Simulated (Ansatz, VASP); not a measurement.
# Two plane-wave programs on Si4GePt

```xyz
6
Lattice="2.9363 -4.2320 0.0000 2.9363 4.2320 0.0000 0.0000 0.0000 4.0977" Properties=species:S:1:pos:R:3 pbc="T T T"
Si    2.9363    1.5669    0.0000
Si    2.9363   -1.5669    0.0000
Si    1.4681   -2.1160    2.0489
Si    1.4681    2.1160    2.0489
Ge    0.0000    0.0000    0.0000
Pt    2.9363    0.0000    2.0489
```

Change from the starting cell: species swapped into the CeSiNi4 type (Cmmm, No. 65).

Alike in both runs: functional PBE; k mesh 4 × 4 × 4; occupations gaussian, width 0.1 eV; no spin polarisation.

Ansatz relaxed the structure, and its values are those at the end. VASP's run is a single point on that final structure, the one shown.

|  | VASP | Ansatz |
| --- | --- | --- |
| version | VASP 6.6.1 | Ansatz 0.2.0 |
| potentials or method | VASP PAW PBE potentials, release 64 (Si, Ge_d, Pt), cutoff 520 eV | scalar-relativistic, plane waves, PAW |
| valence electrons in the cell | 40 | 48 |

```csv
,VASP,Ansatz,Ansatz less VASP
gap on the k mesh at the Fermi level (eV),none,none,-
pressure (GPa),0.0,0.1,+0.07
```

A gap of «none» marks a metal or a gap that the smearing closes. The functional is the same, so the differences come from potentials, cutoffs and numerics. VASP's potentials hold 40 valence electrons a cell and Ansatz's 48, so a difference there can come from the potentials and not from the codes.

The k mesh is coarse, so the values compare programs but aren't converged. Spin-orbit coupling is off throughout.
